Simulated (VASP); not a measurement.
Set up this calculation in VASP 6.6.1, as the native input.

| Property | Result |
| --- | --- |
| Task | relaxation of cell and atoms |
| Functional | PBE |
| Potentials or basis | VASP PAW PBE potentials, release 64 (Ge_d, Sb, Te) |
| Cutoff | 600 eV |
| k mesh | 6 × 6 × 1 |
| Occupations | gaussian, width 0.1 eV |
| Spin | no spin polarisation |
| Target pressure | 3.3 GPa |
| Dipole correction | no |
| Further INCAR settings | ALGO = Normal; EDIFF = 1e-06; IBRION = 2; EDIFFG = -0.05; NSW = 80; ISIF = 3 |

The structure of GeSb4Te7 lies in POSCAR:

```
GeSb4Te7
1.0
    4.2893002584      0.0000000000      0.0000000000
   -2.1446501292      3.7146429882      0.0000000000
    0.0000000000      0.0000000000     24.6377784500
Ge Sb Te
1 4 7
Direct
    0.0000000000      0.0000000000      0.5000000000
    0.6666666700      0.3333333300      0.9188986200
    0.3333333300      0.6666666700      0.3497515000
    0.3333333300      0.6666666700      0.0811013800
    0.6666666700      0.3333333300      0.6502485000
    0.3333333300      0.6666666700      0.8497318700
    0.6666666700      0.3333333300      0.1502681300
    0.0000000000      0.0000000000      0.7189782900
    0.6666666700      0.3333333300      0.4313943000
    0.3333333300      0.6666666700      0.5686057000
    0.0000000000      0.0000000000      0.0000000000
    0.0000000000      0.0000000000      0.2810217100
```

One way to write it, as run:

INCAR

```
ALGO = Normal
EDIFF = 1E-6
EDIFFG = -0.05
ENCUT = 600
GGA = PE
IBRION = 2
ISIF = 3
ISMEAR = 0
LASPH = T
LCHARG = F
LREAL = F
LWAVE = F
NELM = 80
NSW = 80
PREC = Accurate
PSTRESS = 33.0
SIGMA = 0.1
```

KPOINTS

```
k-points
0
Gamma
  6 6 1
```

Potentials or basis: VASP PAW PBE potentials, release 64 (Ge_d, Sb, Te).

Run with:

```bash
$ cat potpaw_PBE.64/Ge_d/POTCAR potpaw_PBE.64/Sb/POTCAR potpaw_PBE.64/Te/POTCAR > POTCAR
$ mpirun -np 1 vasp_std > vasp.out
```

Results of the run:

| Quantity | Value |
| --- | --- |
| Relaxed volume | 29.98 Å³/atom |
| Relaxed cell | a = 4.236 Å, b = 4.236 Å, c = 23.150 Å, α = 90.00°, β = 90.00°, γ = 120.00° |
| Space group after relaxing (to 0.05 Å) | P-3m1 (No. 164) |
| Energy change on relaxing (the enthalpy is what falls) | +22.8 meV/atom |
| Ionic steps | 22 |
| Pressure after relaxing | 3.3 GPa |
| Largest force after relaxing | 0.020 eV/Å |
| Band gap on the k mesh | 0.36 eV, direct |

Caveat: the cell is relaxed towards a set pressure, so the enthalpy falls and the energy may rise; spin-orbit coupling is left out, which moves the levels of the heavy elements; this functional lacks dispersion, which binds the layers, so the pressure and a relaxed spacing across them are unreliable; the relaxation stopped at a loose force limit of 0.05 eV/Å, so its end isn't a converged minimum.

Wall time 47 min on 1 thread of Intel(R) Xeon(R) 6975P-C (Granite Rapids), on a shared host, peak memory 0.72 GiB.
